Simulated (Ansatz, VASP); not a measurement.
MgSe2 in VASP and in Ansatz

POSCAR

```
MgSe2
1.0
    6.4599980000      0.0000000000      0.0000000000
    0.0000000000      6.4599980000      0.0000000000
    0.0000000000      0.0000000000      6.4599980000
Mg Se
4 8
Direct
    0.5000000000      0.5000000000      0.0000000000
    0.5000000000      0.0000000000      0.5000000000
    0.0000000000      0.5000000000      0.5000000000
    0.0000000000      0.0000000000      0.0000000000
    0.1062030000      0.8937970000      0.3937970000
    0.8937970000      0.3937970000      0.1062030000
    0.3937970000      0.1062030000      0.8937970000
    0.6062030000      0.6062030000      0.6062030000
    0.8937970000      0.1062030000      0.6062030000
    0.1062030000      0.6062030000      0.8937970000
    0.6062030000      0.8937970000      0.1062030000
    0.3937970000      0.3937970000      0.3937970000
```

File INCAR.step1:

```
SYSTEM = MgSe2
PREC     = Accurate       ! precision mode
ENCUT    = 600            ! plane-wave cutoff, eV
ISMEAR   = 0              ! smearing method
SIGMA    = 0.02           ! smearing width, eV
LREAL    = .False.        ! projectors in reciprocal space
LASPH    = .True.         ! aspherical terms in the spheres
NELM     = 100            ! most SCF steps
GGA      = PE             ! functional
ALGO     = Normal         ! electronic algorithm
EDIFF    = 1E-4           ! SCF threshold, eV
LWAVE    = .True.         ! write WAVECAR
LCHARG   = .False.        ! write CHGCAR
```

The input INCAR.step2:

```
SYSTEM = MgSe2
PREC     = Accurate       ! precision mode
ENCUT    = 600            ! plane-wave cutoff, eV
EDIFF    = 1E-7           ! SCF threshold, eV
ISMEAR   = 0              ! smearing method
SIGMA    = 0.02           ! smearing width, eV
LREAL    = .False.        ! projectors in reciprocal space
LASPH    = .True.         ! aspherical terms in the spheres
NELM     = 100            ! most SCF steps
ALGO     = Normal         ! electronic algorithm
ISIF     = 3              ! what is computed and relaxed
LWAVE    = .False.        ! write WAVECAR
LCHARG   = .False.        ! write CHGCAR
METAGGA  = R2SCAN         ! meta-GGA
LMIXTAU  = .True.       
IBRION   = 2              ! ionic algorithm
NSW      = 70             ! ionic steps
EDIFFG   = -0.02          ! ionic threshold
ISTART   = 1
```

Contents of KPOINTS:

```
regular mesh
0
Gamma
  4 4 4
  0 0 0
```

Input for Ansatz:

```yaml
crystal:
  lattice:
    - [6.459998, 0.0, 0.0]
    - [0.0, 6.459998, 0.0]
    - [0.0, 0.0, 6.459998]
  atoms:
    - { symbol: Mg, position: [0.5, 0.5, 0.0] }
    - { symbol: Mg, position: [0.5, 0.0, 0.5] }
    - { symbol: Mg, position: [0.0, 0.5, 0.5] }
    - { symbol: Mg, position: [0.0, 0.0, 0.0] }
    - { symbol: Se, position: [0.106203, 0.893797, 0.393797] }
    - { symbol: Se, position: [0.893797, 0.393797, 0.106203] }
    - { symbol: Se, position: [0.393797, 0.106203, 0.893797] }
    - { symbol: Se, position: [0.606203, 0.606203, 0.606203] }
    - { symbol: Se, position: [0.893797, 0.106203, 0.606203] }
    - { symbol: Se, position: [0.106203, 0.606203, 0.893797] }
    - { symbol: Se, position: [0.606203, 0.893797, 0.106203] }
    - { symbol: Se, position: [0.393797, 0.393797, 0.393797] }
basis:
  ecutwfc: 500
kpoints:
  mp_grid: { grid: [4, 4, 4] }
hamiltonian:
  xc: r2scan
scf:
  occupations: { method: gaussian, width: 0.02 }
output:
  forces: true
  stress: true
  eigenvalues: true
relax:
  adjacent_minimum: "off"
  f_tol: 0.02
  max_steps: 50
  cell: { stress_tol: 0.1 }
```

Alike in both runs: task relaxation of cell and atoms; functional r2SCAN; k mesh 4 × 4 × 4; occupations gaussian, width 0.02 eV; no spin polarisation.

|  | VASP | Ansatz |
| --- | --- | --- |
| version | VASP 6.6.1 | Ansatz 0.2.0 |
| potentials or method | VASP PAW PBE potentials, release 64 (Mg, Se), cutoff 600 eV | scalar-relativistic, plane waves, PAW |
| valence electrons in the cell | 56 | 168 |

```tsv
	VASP	Ansatz	Ansatz less VASP
gap on the k mesh at the Fermi level, each at its own relaxed structure (eV)	2.08	2.09	+0.007
relaxed volume (Å³/atom)	22.47	22.60	+0.138
relaxed cell length with the largest relative difference (Å)	6.460	6.473	+0.0132
```

VASP's potentials were made for PBE, not for r2SCAN. VASP's potentials hold 56 valence electrons a cell and Ansatz's 168, so a difference there can come from the potentials and not from the codes.

Noted on VASP's run: the relaxation stopped at its first step, so nothing moved.
